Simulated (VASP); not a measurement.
A run of VASP 6.6.1:

File POSCAR:

```
BeCr2
1.0
    3.1452659046      0.0000000000      0.0000000000
   -1.5726329523      2.7238801751      0.0000000000
    0.0000000000      0.0000000000      3.3960512259
Be Cr
1 2
Direct
    0.0000000000      0.0000000000      0.0000000000
    0.3333333333      0.6666666667      0.5000000000
    0.6666666667      0.3333333333      0.5000000000
```

Contents of INCAR.step1:

```
SYSTEM = BeCr2
  ALGO = Normal
  EDIFF = 1E-4
  ENCUT = 520
  GGA = PE
  ISMEAR = 0
  ISPIN = 2
  LASPH = .TRUE.
  LCHARG = .FALSE.
  LMAXMIX = 4
  LREAL = .FALSE.
  LWAVE = .TRUE.
  MAGMOM = 0 3 3
  NBANDS = 24
  NELM = 150
  PREC = Accurate
  SIGMA = 0.1
```

File INCAR.step2:

```
SYSTEM = BeCr2
  ALGO = Normal
  EDIFF = 1E-7
  ENCUT = 520
  ISIF = 2
  ISMEAR = 0
  ISPIN = 2
  ISTART = 1
  LASPH = .TRUE.
  LCHARG = .FALSE.
  LMAXMIX = 4
  LMIXTAU = .TRUE.
  LORBIT = 11
  LREAL = .FALSE.
  LWAVE = .FALSE.
  MAGMOM = 0 3 3
  METAGGA = R2SCAN
  NBANDS = 24
  NELM = 150
  PREC = Accurate
  SIGMA = 0.1
```

The input KPOINTS:

```
k-points
0
G
  6 6 6
  0 0 0
```

Potentials or basis: VASP PAW PBE potentials, release 64 (Be, Cr_pv).

Command:

```sh
$ cat potpaw_PBE.64/Be/POTCAR potpaw_PBE.64/Cr_pv/POTCAR > POTCAR
$ cp INCAR.step1 INCAR
$ mpirun -np 1 vasp_std > vasp.out
$ cp INCAR.step2 INCAR
$ mpirun -np 1 vasp_std > vasp.out
```

Hardware: 1 thread of Intel(R) Xeon(R) 6975P-C (Granite Rapids), with other jobs on the host.

Question: How long does it take, and how much memory?

Answer: Run time: 47 s on 1 thread of Intel(R) Xeon(R) 6975P-C (Granite Rapids), on a shared host, peak memory 0.18 GiB. Counts: k points 28.
